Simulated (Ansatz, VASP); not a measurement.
# Two plane-wave programs on AlN

```
Al N
1.0
     0.00000    1.96900    1.96900
     1.96900    0.00000    1.96900
     1.96900    1.96900    0.00000
Al N
1 1
Direct
  0.00000 0.00000 0.00000
  0.50000 0.50000 0.50000
```

Alike in both runs: task single point; functional LDA; k mesh 8 × 8 × 8; occupations fermi-dirac, width 0.02 eV; no spin polarisation.

```csv
,VASP,Ansatz
version,VASP 6.6.1,Ansatz 0.2.0
potentials or method,"VASP PAW LDA potentials, release 64 (Al, N), cutoff 520 eV","plane waves, PAW"
valence electrons in the cell,8,8
```

VASP gave:

```
pressure (GPa) : 17.8
```

Problem. What did Ansatz give for the same quantities?

Solution. Pressure (GPa): 17.0.

LDA's correlation is that of Perdew and Zunger in VASP and of Perdew and Wang (1992) in Ansatz.
